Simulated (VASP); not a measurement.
A run of VASP 6.6.1:

The input INCAR:

```
SYSTEM = MnIr
ALGO = Normal
EDIFF = 1E-7
ENCUT = 520
GGA = PS
ISIF = 2
ISMEAR = -1
ISPIN = 2
LASPH = .True.
LCHARG = .False.
LMAXMIX = 4
LORBIT = 11
LREAL = .False.
LWAVE = .False.
MAGMOM = 1.9 1.9 -0.13 -0.13
NBANDS = 34
NELM = 150
PREC = Accurate
SIGMA = 0.1
```

Contents of KPOINTS:

```
k-points
0
Gamma
  6 11 8
  0 0 0
```

File POSCAR:

```
MnIr
1.0
    5.4517932800      0.0000000000      0.0000000000
    0.0000000000      2.7258966400      0.0000000000
    0.0000000000      0.0000000000      3.6430000000
Mn Ir
2 2
Direct
    0.2500000000      0.5000000000      0.5000000000
    0.7500000000      0.5000000000      0.5000000000
    0.0000000000      0.0000000000      0.0000000000
    0.5000000000      0.0000000000      0.0000000000
```

Potentials or basis: VASP PAW PBE potentials, release 64 (Mn_pv, Ir).

Command:

```sh
$ cat potpaw_PBE.64/Mn_pv/POTCAR potpaw_PBE.64/Ir/POTCAR > POTCAR
$ mpirun -np 1 vasp_std > vasp.out
```

Hardware: 1 thread of Intel(R) Xeon(R) Platinum 8488C (Sapphire Rapids), with other jobs on the host.

Question: How long does it take, and how much memory?

Answer: It took 5.2 min on 1 thread of Intel(R) Xeon(R) Platinum 8488C (Sapphire Rapids), on a shared host, peak memory 0.41 GiB. Counts: scf iterations 19, k points 120.
